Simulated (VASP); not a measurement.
# ZrH2 (Fm-3m) in VASP: further runs

Runs on ZrH2. Level: PBEsol. Tasks: single point.

All numbers are computed with VASP 6.6.1; they aren't measurements. Logs are shortened: lines on timing, memory, paths and dates and some standing lists are left out, and cuts for length are marked.

### Step 1. The cell of the first run

It takes space group Fm-3m (No. 225, cubic). Conventional cell: a = 4.850 Å, b = 4.850 Å, c = 4.850 Å, α = 90.00°, β = 90.00°, γ = 90.00°. Within 2.8 Å of Zr (site symmetry m-3m) lie 8 H at 2.10 Å. Within 2.8 Å of H (site symmetry -43m) lie 4 Zr at 2.10 Å and 6 H at 2.43 Å.

### Step 2. Single point, PBEsol

Contents of INCAR:

```
  PREC = Accurate
  ENCUT = 520
  EDIFF = 1E-6
  ISMEAR = -1
  SIGMA = 0.05
  LREAL = F
  LASPH = T
  NELM = 60
  ALGO = Normal
  ISIF = 2
  LWAVE = F
  LCHARG = F
  GGA = PS
  NBANDS = 14
```

Contents of KPOINTS:

```
regular mesh
0
Gamma
  10 10 10
```

Contents of POSCAR:

```
ZrH2
1.0
    0.0000000000      2.4251805974      2.4251805974
    2.4251805974      0.0000000000      2.4251805974
    2.4251805974      2.4251805974      0.0000000000
Zr H
1 2
Direct
    0.0000000000      0.0000000000      0.0000000000
    0.2500000000      0.2500000000      0.2500000000
    0.7500000000      0.7500000000      0.7500000000
```

Potentials or basis: VASP PAW PBE potentials, release 64 (Zr_sv, H).

Launch:

```sh
cat potpaw_PBE.64/Zr_sv/POTCAR potpaw_PBE.64/H/POTCAR > POTCAR
mpirun -np 1 vasp_std > vasp.out
```

OUTCAR:

```text
PREC = Accurate
   ENCUT = 520
   EDIFF = 1E-6
   ISMEAR = -1
   LREAL = F
   LASPH = T
   NELM = 60
   ISIF = 2
   GGA = PS

 ion  position               nearest neighbor table
   1  0.000  0.000  0.000-   3 2.10   3 2.10   3 2.10   2 2.10   3 2.10   2 2.10   2 2.10   2 2.10

   2  0.250  0.250  0.250-   1 2.10   1 2.10   1 2.10   1 2.10
   3  0.750  0.750  0.750-   1 2.10   1 2.10   1 2.10   1 2.10

  LATTYP: Found a face centered cubic cell.
 ALAT       =     4.8503611948

  Lattice vectors:

 A1 = (   0.0000000000,   2.4251805974,   2.4251805974)
 A2 = (   2.4251805974,   0.0000000000,   2.4251805974)
 A3 = (   2.4251805974,   2.4251805974,   0.0000000000)

Analysis of symmetry for initial positions (statically):
=====================================================================
 Subroutine PRICEL returns:
 Original cell was already a primitive cell.

 Routine SETGRP: Setting up the symmetry group for a
 face centered cubic supercell.

 Subroutine GETGRP returns: Found 48 space group operations
[... 9 lines left out ...]

 Routine SETGRP: Setting up the symmetry group for a
 face centered cubic supercell.

 Subroutine GETGRP returns: Found 48 space group operations
[... 11 lines left out ...]
                                     Primitive cell

  volume of cell :      28.5274

  direct lattice vectors                    reciprocal lattice vectors
     0.000000000  2.425180597  2.425180597    -0.206170213  0.206170213  0.206170213
     2.425180597  0.000000000  2.425180597     0.206170213 -0.206170213  0.206170213
     2.425180597  2.425180597  0.000000000     0.206170213  0.206170213 -0.206170213

  length of vectors
     3.429723292  3.429723292  3.429723292     0.357097284  0.357097284  0.357097284

  position of ions in fractional coordinates (direct lattice)
     0.000000000  0.000000000  0.000000000
     0.250000000  0.250000000  0.250000000
     0.750000000  0.750000000  0.750000000

  ion indices of the primitive-cell ions
   primitive index   ion index
                 1           1
                 2           2
                 3           3

----------------------------------------------------------------------------------------

 KPOINTS: regular mesh

Automatic generation of k-mesh.
 Grid dimensions read from file:
 generate k-points for:   10   10   10

 Generating k-lattice:

  Cartesian coordinates                     Fractional coordinates (reciprocal lattice)
    -0.020617021  0.020617021  0.020617021     0.100000000  0.000000000  0.000000000
     0.020617021 -0.020617021  0.020617021     0.000000000  0.100000000  0.000000000
     0.020617021  0.020617021 -0.020617021     0.000000000  0.000000000  0.100000000

  Length of vectors
     0.035709728  0.035709728  0.035709728

  Shift w.r.t. Gamma in fractional coordinates (k-lattice)
     0.000000000  0.000000000  0.000000000

 Subroutine IBZKPT returns following result:
 ===========================================

 Found     47 irreducible k-points:

 Following reciprocal coordinates:
            Coordinates               Weight
  0.000000  0.000000  0.000000      1.000000
  0.100000  0.000000  0.000000      8.000000
  0.200000  0.000000  0.000000      8.000000
  0.300000  0.000000  0.000000      8.000000
  0.400000  0.000000  0.000000      8.000000
  0.500000  0.000000  0.000000      4.000000
[... 16 lines left out ...]
  0.300000  0.300000  0.000000      6.000000
  0.400000  0.300000  0.000000     24.000000
 [... further k-points ...]
   k-points           NKPTS =     47   k-points in BZ     NKDIM =     47   number of bands    NBANDS=     14
   number of dos      NEDOS =    301   number of ions     NIONS =      3
   total plane-waves  NPLWV =  21952
   dimension x,y,z NGX =    28 NGY =   28 NGZ =   28
   dimension x,y,z NGXF=    56 NGYF=   56 NGZF=   56
   ions per type =               1   2
   NGX,Y,Z   is equivalent  to a cutoff of  13.57, 13.57, 13.57 a.u.
   NGXF,Y,Z  is equivalent  to a cutoff of  27.14, 27.14, 27.14 a.u.
 SYSTEM =  unknown system
   PREC   = accura    normal or accurate (medium, high low for compatibility)
   ISTART =      0    job   : 0-new  1-cont  2-samecut
   ICHARG =      2    charge: 1-file 2-atom 10-const
   ISPIN  =      1    spin polarized calculation?
   LNONCOLLINEAR =      F non collinear calculations
   LSORBIT =      F    spin-orbit coupling
   LASPH  =      T    aspherical Exc in radial PAW
   ENCUT  =  520.0 eV  38.22 Ry    6.18 a.u.   6.38  6.38  6.38*2*pi/ulx,y,z
   NELM   =     60;   NELMIN=  2; NELMDL= -5     # of ELM steps
   EDIFF  = 0.1E-05   stopping-criterion for ELM
   LREAL  =      F    real-space projection
   EDIFFG = 0.1E-04   stopping-criterion for IOM
   NSW    =      0    number of steps for IOM
   IBRION =     -1    ionic relax: 0-MD 1-quasi-New 2-CG
   NFREE  =      0    steps in history (QN), initial steepest desc. (CG)
   ISIF   =      2    stress and relaxation
   ISYM   =      2    0-nonsym 1-usesym 2-fastsym
   POTIM  = 0.5000    time-step for ionic-motion
   TEBEG  =    0.0;   TEEND  =   0.0 temperature during run
   PSTRESS=    0.0 pullay stress
   NELECT =      14.0000    total number of electrons
   NUPDOWN=      -1.0000    fix difference up-down
   EMIN   =  10.00;   EMAX   =-10.00  energy-range for DOS
   EFERMI =   0.00;   METHOD = LEGACY
   ISMEAR =    -1;   SIGMA  =   0.05  broadening in eV -4-tet -1-fermi 0-gaus
   EFERMI_NEDOS =   21; number of points for ismear=-14 and -15
   IALGO  =     38    algorithm
   IMIX   =      4    mixing-type and parameters
     AMIX     =   0.40;   BMIX     =  1.00
     AMIX_MAG =   1.60;   BMIX_MAG =  1.00
  volume/ion in A,a.u.               =       9.51        64.17
  Fermi-wavevector in a.u.,A,eV,Ry     =   1.291309  2.440220 22.687419  1.667478
  Thomas-Fermi vector in A             =   2.423087
   LORBIT       =      0    0 simple, 1 ext, 2 COOP (PROOUT), +10 PAW based schemes
   GGA     = PS    functional components
   LHFCALC =     F    Hartree Fock is set to
   AEXX    =    0.0000 exact exchange contribution
   IVDW    =     0    specifies the selected vdW correction
   LEPSILON=     F    determine dielectric tensor
   LRPA    =     F    only Hartree local field effects (RPA)
 non-spin polarized calculation
  energy-cutoff  :      520.00
  volume of cell :       28.53
 maximum number of plane-waves:       785
 NGX is ok and might be reduce to    28
   NGX = 13   NGY = 13   NGZ = 13

 number of electron      14.0000001 magnetization

 Free energy of the ion-electron system (eV)
  ---------------------------------------------------
  ext. energy  EPLUGINS =         0.00000000
  ---------------------------------------------------
  free energy    TOTEN  =       -17.55480578 eV

  energy without entropy =      -17.54072602  energy(sigma->0) =      -17.54776590

 E-fermi :   8.0639     XC(G=0): -11.1802

 val. band max:        8.0635638033   @ k =  -0.1000   0.1000   0.0000
 cond. band min:       8.0860858271   @ k =   0.5000   0.1000   0.0000
 fundamental gap:      0.0225220238
 Fermi energy:         8.0638732222

 k-point     1 :       0.0000    0.0000    0.0000
  band No.  band energies     occupation
      1     -41.1482      2.00000
      2     -18.9462      2.00000
      3     -18.9462      2.00000
      4     -18.9462      2.00000
      5      -1.4386      2.00000
      6       6.8203      2.00000
      7       7.7391      1.99698
      8       7.7391      1.99698
      9       7.7391      1.99698
     10      10.2545      0.00000
     11      10.2545      0.00000
     12      18.8083      0.00000
     13      20.1818      0.00000
     14      20.1818      0.00000

 k-point     2 :       0.1000    0.0000    0.0000
  band No.  band energies     occupation
      1     -41.1416      2.00000
      2     -19.0076      2.00000
      3     -18.9535      2.00000
      4     -18.9535      2.00000
      5      -1.1993      2.00000
      6       5.5198      2.00000
      7       7.8621      1.96525
      8       7.8621      1.96525
      9       9.3321      0.00000
     10      10.1420      0.00000
     11      10.1420      0.00000
     12      17.4113      0.00000
     13      20.6876      0.00000
     14      20.6876      0.00000

 k-point     3 :       0.2000    0.0000    0.0000
  band No.  band energies     occupation
      1     -41.1243      2.00000
      2     -19.1650      2.00000
      3     -18.9727      2.00000
      4     -18.9727      2.00000
      5      -0.5611      2.00000
      6       4.2600      2.00000
      7       8.0921      0.72463
      8       8.0921      0.72463
      9      10.0466      0.00000
     10      10.0466      0.00000
     11      11.3372      0.00000
     12      16.0795      0.00000
     13      20.7497      0.00000
     14      22.0369      0.00000

 k-point     4 :       0.3000    0.0000    0.0000
  band No.  band energies     occupation
      1     -41.1029      2.00000
      2     -19.3531      2.00000
      3     -18.9962      2.00000
      4     -18.9962      2.00000
      5       0.2059      2.00000
      6       3.5371      2.00000
      7       8.1012      0.64334
      8       8.1012      0.64334
      9      10.4330      0.00000
     10      10.4330      0.00000
     11      12.6148      0.00000
     12      15.7095      0.00000
     13      18.4571      0.00000
     14      21.9410      0.00000

 k-point     5 :       0.4000    0.0000    0.0000
  band No.  band energies     occupation
      1     -41.0855      2.00000
      2     -19.5006      2.00000
      3     -19.0151      2.00000
      4     -19.0151      2.00000
      5       0.6740      2.00000
      6       3.4721      2.00000
      7       7.9423      1.83840
      8       7.9423      1.83840
      9      11.1691      0.00000
     10      11.1691      0.00000
     11      12.7331      0.00000
     12      14.9829      0.00000
     13      18.4670      0.00000
     14      20.0090      0.00000

 k-point     6 :       0.5000    0.0000    0.0000
  band No.  band energies     occupation
      1     -41.0788      2.00000
      2     -19.5559      2.00000
      3     -19.0223      2.00000
      4     -19.0223      2.00000
      5       0.7726      2.00000
      6       3.6177      2.00000
      7       7.8636      1.96420
      8       7.8636      1.96420
      9      11.5676      0.00000
     10      11.5676      0.00000
     11      12.6903      0.00000
     12      14.2775      0.00000
     13      19.1842      0.00000
     14      19.2170      0.00000

 k-point     7 :       0.1000    0.1000    0.0000
  band No.  band energies     occupation
      1     -41.1394      2.00000
      2     -19.0085      2.00000
      3     -18.9657      2.00000
      4     -18.9657      2.00000
      5      -1.1164      2.00000
      6       5.2574      2.00000
      7       7.9424      1.83813
      8       7.9424      1.83813
      9       9.6478      0.00000
     10       9.7788      0.00000
     11      10.3743      0.00000
     12      17.4656      0.00000
     13      20.4148      0.00000
     14      20.4148      0.00000
[... 205 lines left out ...]
 k-point    20 :      -0.4000    0.2000    0.0000
  band No.  band energies     occupation
      1     -41.0696      2.00000
      2     -19.4751      2.00000
      3     -19.1803      2.00000
      4     -19.0503      2.00000
      5       1.4557      2.00000
      6       3.0914      2.00000
      7       6.7752      2.00000
      8       8.6666      0.00001
      9      10.9686      0.00000
     10      12.1436      0.00000
     11      13.7577      0.00000
     12      15.4121      0.00000
     13      16.2674      0.00000
     14      19.4086      0.00000

 k-point    21 :      -0.3000    0.2000    0.0000
  band No.  band energies     occupation
      1     -41.0790      2.00000
      2     -19.4122      2.00000
      3     -19.1719      2.00000
      4     -19.0228      2.00000
      5       1.2663      2.00000
      6       2.9250      2.00000
      7       7.1004      2.00000
      8       8.7733      0.00000
      9       9.9377      0.00000
     10      12.1594      0.00000
     11      14.4185      0.00000
     12      15.5405      0.00000
     13      16.1306      0.00000
     14      19.7743      0.00000

 k-point    22 :      -0.2000    0.2000    0.0000
  band No.  band energies     occupation
      1     -41.0955      2.00000
      2     -19.3235      2.00000
      3     -19.1116      2.00000
      4     -18.9939      2.00000
      5       0.6251      2.00000
      6       3.1492      2.00000
      7       7.5887      1.99985
      8       8.9681      0.00000
      9       9.1076      0.00000
     10      11.3993      0.00000
     11      13.9283      0.00000
     12      15.9775      0.00000
     13      17.1178      0.00000
     14      19.7550      0.00000

 k-point    23 :       0.3000    0.3000    0.0000
  band No.  band energies     occupation
      1     -41.0880      2.00000
      2     -19.3496      2.00000
      3     -19.0787      2.00000
      4     -19.0787      2.00000
      5       1.1036      2.00000
      6       2.5799      2.00000
      7       7.0028      2.00000
      8       9.5505      0.00000
      9       9.5505      0.00000
     10      11.1586      0.00000
     11      14.7398      0.00000
     12      17.1324      0.00000
     13      18.2171      0.00000
     14      18.2171      0.00000

 k-point    24 :       0.4000    0.3000    0.0000
  band No.  band energies     occupation
      1     -41.0742      2.00000
      2     -19.4291      2.00000
      3     -19.1226      2.00000
      4     -19.1014      2.00000
      5       1.8330      2.00000
      6       2.2542      2.00000
      7       6.3135      2.00000
      8       9.8672      0.00000
      9      10.3771      0.00000
     10      11.5362      0.00000
     11      15.5226      0.00000
     12      16.4186      0.00000
     13      17.1869      0.00000
     14      17.1953      0.00000

 [... further k-points ...]
[... 5 lines left out ...]
  --------------------------------------------------------------------------------------
  -------------------------------------------------------------------------------------
  Total       -1.2383849     -1.2383849     -1.2383849      0.0000000      0.0000000      0.0000000
  in kB      -69.5510947    -69.5510947    -69.5510947      0.0000000      0.0000000      0.0000000
  external PRESSURE =     -69.5510947 kB  Pullay stress =       0.0000000 kB

 VOLUME and BASIS-vectors are now :
 -----------------------------------------------------------------------------
  energy-cutoff  :      520.00
  volume of cell :       28.53
      direct lattice vectors                 reciprocal lattice vectors
     0.000000000  2.425180597  2.425180597    -0.206170213  0.206170213  0.206170213
     2.425180597  0.000000000  2.425180597     0.206170213 -0.206170213  0.206170213
     2.425180597  2.425180597  0.000000000     0.206170213  0.206170213 -0.206170213

 POSITION                                       TOTAL-FORCE (eV/Angst)
 -----------------------------------------------------------------------------------
      0.00000      0.00000      0.00000         0.000000      0.000000      0.000000
      1.21259      1.21259      1.21259        -0.000000     -0.000000     -0.000000
      3.63777      3.63777      3.63777         0.000000      0.000000      0.000000
 -----------------------------------------------------------------------------------
    total drift:                               -0.000000     -0.000000      0.000000

  FREE ENERGIE OF THE ION-ELECTRON SYSTEM (eV)
  ---------------------------------------------------
  free  energy   TOTEN  =       -17.5548057808 eV

  energy  without entropy=      -17.5407260224  energy(sigma->0) =      -17.54776590
```

It took 12 s on 1 thread of Intel Xeon 6975P-C (Granite Rapids), shared host; peak memory 0.16 GiB.

What came out:

```yaml
Free_energy: -17.5548 eV
Pressure: -7.0 GPa
Band_gap_on_the_k_mesh: zero (band 7 reaches 8.52 eV, above the bottom of band 8 at 7.74 eV)
```

Caveat: the PAW data sets were made with another functional, which shifts forces and pressure a little.

### Step 3. Single point, PBEsol

This run uses another cell than the first one, of 9.70 Å³/atom, 1.020 times its volume.

Contents of INCAR:

```
ALGO = Normal
EDIFF = 1E-6
ENCUT = 520
GGA = PS
ISIF = 2
ISMEAR = -1
LASPH = T
LCHARG = F
LREAL = F
LWAVE = F
NBANDS = 14
NELM = 60
PREC = Accurate
SIGMA = 0.05
```

Contents of KPOINTS:

```
k-points
0
Gamma
  10 10 10
```

Contents of POSCAR:

```
ZrH2
1.0
    0.0000000000      2.4409289647      2.4409289647
    2.4409289647      0.0000000000      2.4409289647
    2.4409289647      2.4409289647      0.0000000000
Zr H
1 2
Direct
    0.0000000000      0.0000000000      0.0000000000
    0.2500000000      0.2500000000      0.2500000000
    0.7500000000      0.7500000000      0.7500000000
```

Potentials or basis: VASP PAW PBE potentials, release 64 (Zr_sv, H).

Launch:

```sh
cat potpaw_PBE.64/Zr_sv/POTCAR potpaw_PBE.64/H/POTCAR > POTCAR
mpirun -np 1 vasp_std > vasp.out
```

Run time: 11 s. Hardware: 1 thread of Intel Xeon 6975P-C (Granite Rapids), shared host; peak memory 0.16 GiB.

It converged, with:

| Item | Value |
| --- | --- |
| Free energy | -17.5275 eV |
| Pressure | -9.1 GPa |
| Band gap on the k mesh | zero (band 7 reaches 8.32 eV, above the bottom of band 8 at 7.55 eV) |

Levels at points of the mesh, in eV from the Fermi level:
| k point | band 5 | band 6 | band 7 | band 8 | band 9 | band 10 |
| --- | --- | --- | --- | --- | --- | --- |
| (0.00, 0.00, 0.00) | -9.42 | -1.23 | -0.32 | -0.32 | -0.32 | 2.13 |
| (0.50, 0.00, 0.00) | -7.21 | -4.46 | -0.19 | -0.19 | 3.41 | 3.41 |
| (0.50, 0.50, 0.00) | -6.30 | -4.56 | -3.22 | 3.58 | 3.63 | 3.63 |

Caveat: the PAW data sets were made with another functional, which shifts forces and pressure a little.
